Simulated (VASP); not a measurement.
Input of a VASP 6.6.1 run:

INCAR

```
SYSTEM = K
PREC = Accurate
ENCUT = 520
EDIFF = 1E-6
ISMEAR = -1
SIGMA = 0.05
LREAL = .FALSE.
LASPH = .TRUE.
NELM = 80
ALGO = Normal
ISIF = 2
LWAVE = .FALSE.
LCHARG = .TRUE.
GGA = PS
LELF = .TRUE.
LVHAR = .TRUE.
NBANDS = 10
```

The input KPOINTS:

```
regular mesh
0
G
  12 12 12
  0 0 0
```

File POSCAR:

```
K
1.0
   -2.6125000000      2.6125000000      2.6125000000
    2.6125000000     -2.6125000000      2.6125000000
    2.6125000000      2.6125000000     -2.6125000000
K
1
Direct
    0.0000000000      0.0000000000      0.0000000000
```

Potentials or basis: VASP PAW PBE potentials, release 64 (K_sv).

Launch:

```bash
$ cat potpaw_PBE.64/K_sv/POTCAR > POTCAR
$ mpirun -np 1 vasp_std > vasp.out
```

(1) Predict the pressure.

Answers

(1) 0.0 GPa.

Caveat: the PAW data sets were made with another functional, which shifts forces and pressure a little.
